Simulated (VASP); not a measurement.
Crystal: Ir.

```
CELL_PARAMETERS angstrom
0.03839 1.93890 1.93890
1.93890 0.03839 1.93890
1.93890 1.93890 0.03839
ATOMIC_POSITIONS crystal
Ir 0.00000 0.00000 0.00000
```

This cell differs from its parent crystal: equal xy, yz and zx shear strains of +2 %.

Base run:

| Property | Result |
| --- | --- |
| Program | VASP 6.6.1 |
| Functional | PBEsol |
| Potentials or basis | VASP PAW PBE potentials, release 64 (Ir) |
| Cutoff | 520 eV |
| k mesh | 15 × 15 × 15 |
| Occupations | fermi-dirac, width 0.05 eV |
| Spin | no spin polarisation |

Its results: pressure -1.2 GPa.

Problem. The run is repeated on the same cell with these changes: potentials or basis from VASP PAW PBE potentials, release 64 (Ir) to VASP PAW PBE potentials, release 64 (Ir_sv_GW); cutoff from 520 eV to 420 eV; further incar settings from ALGO = Normal; EDIFF = 1e-08; NBANDS = 10 to ALGO = Normal; EDIFF = 1e-08; NBANDS = 14; valence electrons from 9 to 17. What comes out?

Solution. Pressure -4.5 GPa.

Caveats: the PAW data sets were made with another functional, which shifts forces and pressure a little.
